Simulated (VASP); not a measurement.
# Cu3O2 (I4/mmm) in VASP: notebook

Cu3O2 is run at these levels: PBE; tasks: single point.

Everything below comes from runs of VASP 6.6.1. Logs are shortened: lines on timing, memory, paths and dates and some standing lists are left out, and cuts for length are marked.

**1. The cell of the first run**

It takes space group I4/mmm (No. 139, tetragonal). Conventional cell: a = 3.985 Å, b = 3.985 Å, c = 6.950 Å, α = 90.00°, β = 90.00°, γ = 90.00°. Cu (site symmetry -4m2) has 2 O at 1.74 Å within 2.3 Å. Cu (site symmetry 4/mmm) has 4 O at 1.99 Å and 8 Cu at 2.64 Å within 2.7 Å. O (site symmetry mmm) has 4 Cu at 1.74 to 1.99 Å within 2.3 Å.

**2. Single point, PBE**

Contents of INCAR:

```
PREC = Accurate
ENCUT = 520
EDIFF = 1E-6
ISMEAR = 0
SIGMA = 0.15
LREAL = F
LASPH = T
NELM = 80
ALGO = Normal
ISIF = 2
LWAVE = F
LCHARG = F
GGA = PE
NBANDS = 30
```

Contents of KPOINTS:

```
Automatic mesh
0
Gamma
  14 14 14
```

Contents of POSCAR:

```
Cu3O2
1.0
   -1.9926500000      1.9926500000      3.4749500000
    1.9926500000     -1.9926500000      3.4749500000
    1.9926500000      1.9926500000     -3.4749500000
Cu O
3 2
Direct
    0.2500000000      0.7500000000      0.5000000000
    0.7500000000      0.2500000000      0.5000000000
    0.0000000000      0.0000000000      0.0000000000
    0.0000000000      0.5000000000      0.5000000000
    0.5000000000      0.0000000000      0.5000000000
```

Potentials or basis: VASP PAW PBE potentials, release 64 (Cu, O).

Started as:

```
$ cat potpaw_PBE.64/Cu/POTCAR potpaw_PBE.64/O/POTCAR > POTCAR
$ mpirun -np 1 vasp_std > vasp.out
```

OUTCAR:

```text
PREC = Accurate
   ENCUT = 520
   EDIFF = 1E-6
   ISMEAR = 0
   LREAL = F
   LASPH = T
   NELM = 80
   ISIF = 2
   GGA = PE

 ion  position               nearest neighbor table
   1  0.250  0.750  0.500-   4 1.74   5 1.74   3 2.64   3 2.64   3 2.64   3 2.64
   2  0.750  0.250  0.500-   4 1.74   5 1.74   3 2.64   3 2.64   3 2.64   3 2.64
   3  0.000  0.000  0.000-   4 1.99   5 1.99   4 1.99   5 1.99   2 2.64   1 2.64   1 2.64   2 2.64
                             2 2.64   1 2.64   1 2.64   2 2.64
   4  0.000  0.500  0.500-   1 1.74   2 1.74   3 1.99   3 1.99
   5  0.500  0.000  0.500-   1 1.74   2 1.74   3 1.99   3 1.99

  LATTYP: Found a body centered tetragonal cell.
 ALAT       =     3.9853000000
 C/A-ratio  =     1.7438837729

  Lattice vectors:

 A1 = (  -1.9926500000,   1.9926500000,   3.4749500000)
 A2 = (   1.9926500000,  -1.9926500000,   3.4749500000)
 A3 = (   1.9926500000,   1.9926500000,  -3.4749500000)

Analysis of symmetry for initial positions (statically):
=====================================================================
 Subroutine PRICEL returns:
 Original cell was already a primitive cell.

 Routine SETGRP: Setting up the symmetry group for a
 body centered tetragonal supercell.

 Subroutine GETGRP returns: Found 16 space group operations
 (whereof 16 operations were pure point group operations)
 out of a pool of 16 trial point group operations.

The static configuration has the point symmetry D_4h.

Analysis of symmetry for dynamics (positions and initial velocities):
=====================================================================
 Subroutine PRICEL returns:
 Original cell was already a primitive cell.

 Routine SETGRP: Setting up the symmetry group for a
 body centered tetragonal supercell.

 Subroutine GETGRP returns: Found 16 space group operations
 (whereof 16 operations were pure point group operations)
 out of a pool of 16 trial point group operations.

The dynamic configuration has the point symmetry D_4h.

 Subroutine INISYM returns: Found 16 space group operations
 (whereof 16 operations are pure point group operations),
 and found     1 'primitive' translations

----------------------------------------------------------------------------------------

                                     Primitive cell

  volume of cell :      55.1913

  direct lattice vectors                    reciprocal lattice vectors
    -1.992650000  1.992650000  3.474950000     0.000000000  0.250922139  0.143886962
     1.992650000 -1.992650000  3.474950000     0.250922139  0.000000000  0.143886962
     1.992650000  1.992650000 -3.474950000     0.250922139  0.250922139  0.000000000

  length of vectors
     4.473989891  4.473989891  4.473989891     0.289249681  0.289249681  0.354857492

  position of ions in fractional coordinates (direct lattice)
     0.250000000  0.750000000  0.500000000
     0.750000000  0.250000000  0.500000000
     0.000000000  0.000000000  0.000000000
     0.000000000  0.500000000  0.500000000
     0.500000000  0.000000000  0.500000000

  ion indices of the primitive-cell ions
   primitive index   ion index
                 1           1
                 2           2
                 3           3
                 4           4
                 5           5

----------------------------------------------------------------------------------------

 KPOINTS: Automatic mesh

Automatic generation of k-mesh.
 Grid dimensions read from file:
 generate k-points for:   14   14   14

 Generating k-lattice:

  Cartesian coordinates                     Fractional coordinates (reciprocal lattice)
     0.000000000  0.017923010  0.010277640     0.071428571  0.000000000  0.000000000
     0.017923010  0.000000000  0.010277640     0.000000000  0.071428571  0.000000000
     0.017923010  0.017923010  0.000000000     0.000000000  0.000000000  0.071428571

  Length of vectors
     0.020660691  0.020660691  0.025346964

  Shift w.r.t. Gamma in fractional coordinates (k-lattice)
     0.000000000  0.000000000  0.000000000

 Subroutine IBZKPT returns following result:
 ===========================================

 Found    244 irreducible k-points:

 Following reciprocal coordinates:
            Coordinates               Weight
  0.000000  0.000000  0.000000      1.000000
  0.071429  0.000000 -0.000000      8.000000
  0.142857  0.000000 -0.000000      8.000000
  0.214286  0.000000 -0.000000      8.000000
  0.285714  0.000000  0.000000      8.000000
  0.357143  0.000000 -0.000000      8.000000
[... 16 lines left out ...]
  0.214286  0.142857 -0.000000     16.000000
  0.285714  0.142857 -0.000000     16.000000
 [... further k-points ...]
   k-points           NKPTS =    244   k-points in BZ     NKDIM =    244   number of bands    NBANDS=     30
   number of dos      NEDOS =    301   number of ions     NIONS =      5
   total plane-waves  NPLWV =  46656
   dimension x,y,z NGX =    36 NGY =   36 NGZ =   36
   dimension x,y,z NGXF=    72 NGYF=   72 NGZF=   72
   ions per type =               3   2
   NGX,Y,Z   is equivalent  to a cutoff of  13.38, 13.38, 13.38 a.u.
   NGXF,Y,Z  is equivalent  to a cutoff of  26.75, 26.75, 26.75 a.u.
 SYSTEM =  unknown system
   PREC   = accura    normal or accurate (medium, high low for compatibility)
   ISTART =      0    job   : 0-new  1-cont  2-samecut
   ICHARG =      2    charge: 1-file 2-atom 10-const
   ISPIN  =      1    spin polarized calculation?
   LNONCOLLINEAR =      F non collinear calculations
   LSORBIT =      F    spin-orbit coupling
   LASPH  =      T    aspherical Exc in radial PAW
   ENCUT  =  520.0 eV  38.22 Ry    6.18 a.u.   8.32  8.32  8.32*2*pi/ulx,y,z
   NELM   =     80;   NELMIN=  2; NELMDL= -5     # of ELM steps
   EDIFF  = 0.1E-05   stopping-criterion for ELM
   LREAL  =      F    real-space projection
   EDIFFG = 0.1E-04   stopping-criterion for IOM
   NSW    =      0    number of steps for IOM
   IBRION =     -1    ionic relax: 0-MD 1-quasi-New 2-CG
   NFREE  =      0    steps in history (QN), initial steepest desc. (CG)
   ISIF   =      2    stress and relaxation
   ISYM   =      2    0-nonsym 1-usesym 2-fastsym
   POTIM  = 0.5000    time-step for ionic-motion
   TEBEG  =    0.0;   TEEND  =   0.0 temperature during run
   PSTRESS=    0.0 pullay stress
   NELECT =      45.0000    total number of electrons
   NUPDOWN=      -1.0000    fix difference up-down
   EMIN   =  10.00;   EMAX   =-10.00  energy-range for DOS
   EFERMI =   0.00;   METHOD = LEGACY
   ISMEAR =     0;   SIGMA  =   0.15  broadening in eV -4-tet -1-fermi 0-gaus
   EFERMI_NEDOS =   21; number of points for ismear=-14 and -15
   IALGO  =     38    algorithm
   IMIX   =      4    mixing-type and parameters
     AMIX     =   0.40;   BMIX     =  1.00
     AMIX_MAG =   1.60;   BMIX_MAG =  1.00
  volume/ion in A,a.u.               =      11.04        74.49
  Fermi-wavevector in a.u.,A,eV,Ry     =   1.529404  2.890154 31.825057  2.339076
  Thomas-Fermi vector in A             =   2.637029
   LORBIT       =      0    0 simple, 1 ext, 2 COOP (PROOUT), +10 PAW based schemes
   GGA     = PE    functional components
   LHFCALC =     F    Hartree Fock is set to
   AEXX    =    0.0000 exact exchange contribution
   IVDW    =     0    specifies the selected vdW correction
   LEPSILON=     F    determine dielectric tensor
   LRPA    =     F    only Hartree local field effects (RPA)
 non-spin polarized calculation
 Gauss-broadening in eV      SIGMA  =   0.15
  energy-cutoff  :      520.00
  volume of cell :       55.19
 maximum number of plane-waves:      1521
 NGX is ok and might be reduce to    36
   NGX = 17   NGY = 17   NGZ = 17

 number of electron      44.9999987 magnetization

 Free energy of the ion-electron system (eV)
  ---------------------------------------------------
  ext. energy  EPLUGINS =         0.00000000
  ---------------------------------------------------
  free energy    TOTEN  =       -22.23800531 eV

  energy without entropy =      -22.21442019  energy(sigma->0) =      -22.22621275

 E-fermi :   5.4572     XC(G=0): -11.6188

 val. band max:        5.4554973156   @ k =   0.4286   0.0714   0.0714
 cond. band min:       5.4590514106   @ k =  -0.1429   0.1429   0.0714
 fundamental gap:      0.0035540950
 Fermi energy:         5.4571568297

 k-point     1 :       0.0000    0.0000    0.0000
  band No.  band energies     occupation
      1     -14.6248      2.00000
      2     -13.1478      2.00000
      3      -2.2674      2.00000
      4      -1.0000      2.00000
      5      -1.0000      2.00000
      6      -0.0926      2.00000
[... 22 lines left out ...]
     29      16.9672      0.00000
     30      16.9854      0.00000

 k-point     2 :       0.0714    0.0000   -0.0000
  band No.  band energies     occupation
      1     -14.6042      2.00000
      2     -13.1630      2.00000
      3      -2.2512      2.00000
      4      -1.0355      2.00000
      5      -0.9789      2.00000
      6      -0.1573      2.00000
[... 22 lines left out ...]
     29      16.5286      0.00000
     30      17.5411      0.00000

 k-point     3 :       0.1429    0.0000   -0.0000
  band No.  band energies     occupation
      1     -14.5429      2.00000
      2     -13.2080      2.00000
      3      -2.2031      2.00000
      4      -1.1363      2.00000
      5      -0.9163      2.00000
      6      -0.3189      2.00000
[... 22 lines left out ...]
     29      16.2787      0.00000
     30      17.7835      0.00000

 k-point     4 :       0.2143    0.0000   -0.0000
  band No.  band energies     occupation
      1     -14.4452      2.00000
      2     -13.2823      2.00000
      3      -2.1238      2.00000
      4      -1.2849      2.00000
      5      -0.8147      2.00000
      6      -0.5362      2.00000
[... 616 lines left out ...]
     29      16.0970      0.00000
     30      16.8911      0.00000

 k-point    23 :       0.2143    0.1429   -0.0000
  band No.  band energies     occupation
      1     -14.3032      2.00000
      2     -13.4030      2.00000
      3      -1.7434      2.00000
      4      -1.3596      2.00000
      5      -1.1362      2.00000
      6      -0.7487      2.00000
[... 22 lines left out ...]
     29      15.9179      0.00000
     30      17.1162      0.00000

 k-point    24 :       0.2857    0.1429   -0.0000
  band No.  band energies     occupation
      1     -14.1652      2.00000
      2     -13.5102      2.00000
      3      -1.5625      2.00000
      4      -1.5306      2.00000
      5      -1.4019      2.00000
      6      -0.6559      2.00000
[... 22 lines left out ...]
     29      15.7466      0.00000
     30      17.1574      0.00000

 [... further k-points ...]

------------------------ aborting loop because EDIFF is reached ----------------------------------------

  FORCE on cell =-STRESS in cart. coord.  units (eV):
  Direction    XX          YY          ZZ          XY          YZ          ZX
  --------------------------------------------------------------------------------------
  -------------------------------------------------------------------------------------
  Total        3.5171747      3.5171747     14.8917460      0.0000000     -0.0000000      0.0000000
  in kB      102.1019234    102.1019234    432.3003665      0.0000000     -0.0000000      0.0000000
  external PRESSURE =     212.1680711 kB  Pullay stress =       0.0000000 kB

 VOLUME and BASIS-vectors are now :
 -----------------------------------------------------------------------------
  energy-cutoff  :      520.00
  volume of cell :       55.19
      direct lattice vectors                 reciprocal lattice vectors
    -1.992650000  1.992650000  3.474950000     0.000000000  0.250922139  0.143886962
     1.992650000 -1.992650000  3.474950000     0.250922139  0.000000000  0.143886962
     1.992650000  1.992650000 -3.474950000     0.250922139  0.250922139  0.000000000

 POSITION                                       TOTAL-FORCE (eV/Angst)
 -----------------------------------------------------------------------------------
      1.99265      0.00000      1.73748        -0.000000     -0.000000      0.000000
      0.00000      1.99265      1.73748         0.000000      0.000000     -0.000000
      0.00000      0.00000      0.00000         0.000000     -0.000000      0.000000
      1.99265      0.00000      0.00000         0.000000     -0.000000      0.000000
      0.00000      1.99265      0.00000         0.000000     -0.000000      0.000000
 -----------------------------------------------------------------------------------
    total drift:                                0.000000      0.000000      0.000000

  FREE ENERGIE OF THE ION-ELECTRON SYSTEM (eV)
  ---------------------------------------------------
  free  energy   TOTEN  =       -22.2380053066 eV

  energy  without entropy=      -22.2144201874  energy(sigma->0) =      -22.22621275
```

Run time: 4.2 min. Hardware: 1 thread of Intel Xeon 6975P-C (Granite Rapids), shared host; peak memory 0.45 GiB.

What came out:

- Free energy: -22.2380 eV
- Pressure: 21.2 GPa
- Band gap on the k mesh: zero (an odd number of electrons rules out a gap without spin polarisation)

Stress tensor (GPa, compression positive):
```
10.21  0.00  0.00
 0.00 10.21  0.00
 0.00  0.00 43.23
```

Levels at points of the mesh, in eV from the Fermi level:
```
           k point  band 19  band 20  band 21  band 22  band 23  band 24  band 25  band 26  band 27  band 28
(0.00, 0.00, 0.00)    -1.86    -1.78    -0.82    -0.82     0.45     0.92     5.19     5.19     7.38     7.41
(0.50, 0.00, 0.00)    -1.67    -1.44    -1.04    -0.72    -0.19     3.21     3.62     8.20     8.72     8.75
(0.50, 0.50, 0.00)    -1.72    -0.64    -0.50    -0.26     0.26     1.22     3.77     4.18     8.57     9.61
(0.50, 0.50, 0.50)    -2.00    -1.79    -1.33    -0.31    -0.31     3.47     5.35     6.49     6.49     7.27
```

Caveat: the stress differs along the axes, from 10 to 43 GPa. With open d or f shells a metallic result of PBE can be an artefact of self-interaction; +U or a hybrid may open a gap.

**3. Single point, PBE**

This run uses another cell than the first one, of 11.12 Å³/atom.

Contents of INCAR:

```
PREC = Accurate
ENCUT = 520
EDIFF = 1E-6
ISMEAR = 0
SIGMA = 0.15
LREAL = False
LASPH = True
NELM = 80
ALGO = Normal
ISIF = 2
LWAVE = False
LCHARG = False
GGA = PE
NBANDS = 30
```

KPOINTS is that of step 2.

POSCAR: that of step 2 with these lines changed.

```diff
@@ -2,5 +2,5 @@
 1.0
-   -1.9926500000      1.9926500000      3.4749500000
-    1.9926500000     -1.9926500000      3.4749500000
-    1.9926500000      1.9926500000     -3.4749500000
+   -1.9723500000      1.9723500000      3.5728500000
+    1.9723500000     -1.9723500000      3.5728500000
+    1.9723500000      1.9723500000     -3.5728500000
 Cu O
```

Potentials or basis: VASP PAW PBE potentials, release 64 (Cu, O).

Started as:

```
$ cat potpaw_PBE.64/Cu/POTCAR potpaw_PBE.64/O/POTCAR > POTCAR
$ mpirun -np 1 vasp_std > vasp.out
```

Run time: 4.8 min. Hardware: 1 thread of Intel Xeon 6975P-C (Granite Rapids), shared host; peak memory 0.44 GiB.

Results (log left out):

```
Free energy            : -22.4845 eV
Pressure               : 14.7 GPa
Band gap on the k mesh : zero (an odd number of electrons rules out a gap without spin polarisation)
```

Stress tensor (GPa, compression positive):
```
10.21  0.00  0.00
 0.00 10.21  0.00
 0.00  0.00 23.74
```

Levels at points of the mesh, in eV from the Fermi level:
| k point | band 19 | band 20 | band 21 | band 22 | band 23 | band 24 | band 25 | band 26 | band 27 | band 28 |
| --- | --- | --- | --- | --- | --- | --- | --- | --- | --- | --- |
| (0.00, 0.00, 0.00) | -1.82 | -1.66 | -0.92 | -0.92 | 0.44 | 0.67 | 5.20 | 5.20 | 7.35 | 7.44 |
| (0.50, 0.00, 0.00) | -1.68 | -1.43 | -1.05 | -0.69 | -0.21 | 2.97 | 3.43 | 8.32 | 8.63 | 8.72 |
| (0.50, 0.50, 0.00) | -1.65 | -0.57 | -0.56 | -0.25 | 0.24 | 1.36 | 3.69 | 3.96 | 8.13 | 9.72 |
| (0.50, 0.50, 0.50) | -1.96 | -1.66 | -1.34 | -0.39 | -0.39 | 3.60 | 4.97 | 6.45 | 6.45 | 7.40 |

Caveat: the stress differs along the axes, from 10 to 24 GPa. With open d or f shells a metallic result of PBE can be an artefact of self-interaction; +U or a hybrid may open a gap.
